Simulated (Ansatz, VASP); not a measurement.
One calculation of Ga, two programs

The input INCAR:

```
SYSTEM = Ga
PREC     = Accurate       ! precision mode
ENCUT    = 520            ! plane-wave cutoff, eV
EDIFF    = 1E-6           ! SCF threshold, eV
ISMEAR   = -1             ! smearing method
SIGMA    = 0.1            ! smearing width, eV
LREAL    = .FALSE.        ! projectors in reciprocal space
LASPH    = .TRUE.         ! aspherical terms in the spheres
NELM     = 80             ! most SCF steps
ALGO     = Normal         ! electronic algorithm
ISIF     = 2              ! what is computed and relaxed
LWAVE    = .FALSE.        ! write WAVECAR
LCHARG   = .TRUE.         ! write CHGCAR
GGA      = B5             ! functional
ALDAX    = 1.0          
AGGAX    = 1.0          
AGGAC    = 1.0          
ALDAC    = 0.0          
LELF     = .TRUE.         ! ELF
LVHAR    = .TRUE.       
NBANDS   = 26             ! bands
```

File KPOINTS:

```
regular mesh
0
G
  9 9 11
  0 0 0
```

POSCAR

```
Ga
1.0
    4.9163354398      0.0000000000      0.0000000000
   -2.4581677199      4.2576713844      0.0000000000
    0.0000000000      0.0000000000      3.3188457063
Ga
3
Direct
    1.0000000000      1.0000000000      0.0000000000
    0.3333333333      0.6666666667      0.5000000000
    0.6666666667      0.3333333333      0.5000000000
```

Input for Ansatz:

```yaml
crystal:
  lattice:
    - [4.9163354398, 0.0, 0.0]
    - [-2.4581677199, 4.2576713844, 0.0]
    - [0.0, 0.0, 3.3188457063]
  atoms:
    - { symbol: Ga, position: [1.0, 1.0, 0.0] }
    - { symbol: Ga, position: [0.3333333333, 0.6666666667, 0.5] }
    - { symbol: Ga, position: [0.6666666667, 0.3333333333, 0.5] }
hamiltonian:
  xc: blyp
  pseudopotentials:
    kind: paw
    azcp:
      Ga: "pseudopotentials/Ga.paw.azcp"
basis:
  ecutwfc: 420
  fft_grid_basis: typed
kpoints:
  mp_grid: { grid: [9, 9, 11], shift: [0, 0, 0] }
magnetization:
  spin_polarized: false
scf:
  occupations: { method: fermi_dirac, width: 0.1 }
  lower_state_search: "off"
output:
  stress: true
```

Alike in both runs: task single point; functional BLYP; k mesh 9 × 9 × 11; occupations fermi-dirac, width 0.1 eV; no spin polarisation.

|  | VASP | Ansatz |
| --- | --- | --- |
| version | VASP 6.6.1 | Ansatz 0.2.0 |
| potentials or method | VASP PAW PBE potentials, release 64 (Ga_d), cutoff 520 eV | plane waves (420 eV) with PAW, scalar-relativistic |
| valence electrons in the cell | 39 | 39 |

Ansatz gave:

- pressure (GPa): -0.9
- traceless stress, the component that is largest in VASP (GPa): -0.06

Q: Estimate VASP's values.

A: Pressure (GPa): -0.7; traceless stress, the component that is largest in VASP (GPa): -0.07.

VASP's potentials were made for PBE, not for BLYP.
